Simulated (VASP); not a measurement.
The system is W.

```
W
1.0
     0.00000    2.06981    2.06981
     2.06981    0.00000    2.06981
     2.06981    2.06981    0.00000
W
1
Direct
  0.00000 0.00000 0.00000
```

Program: VASP 6.6.1. Alike in all runs: task single point; cell as given; k mesh 11 × 11 × 11; cutoff (eV) 520.

Order these runs on this cell by their pressure, lowest first.
A. level LDA+U; potentials or basis VASP PAW LDA potentials, release 64 (W_sv); spin non-collinear, zero start, SOC; U W d U = 8.0 eV; smearing methfessel-paxton 0.01 eV
B. level LDA; potentials or basis VASP PAW LDA potentials, release 64 (W_sv); spin off; smearing fermi-dirac 0.05 eV
C. level r2SCAN; potentials or basis VASP PAW PBE potentials, release 64 (W_sv); spin off; smearing fermi-dirac 0.05 eV
D. level PBEsol; potentials or basis VASP PAW PBE potentials, release 64 (W_sv); spin off; smearing fermi-dirac 0.05 eV
E. level PBE; potentials or basis VASP PAW PBE potentials, release 64 (W_sv); spin off; smearing fermi-dirac 0.05 eV

B (-29.0 GPa), D (-25.5 GPa), C (-22.0 GPa), E (-18.4 GPa), A (2.6 GPa).

Caveats: the PAW data sets were made with another functional, which shifts forces and pressure a little (some runs); the U is typed as a test and isn't derived for this compound (some runs).
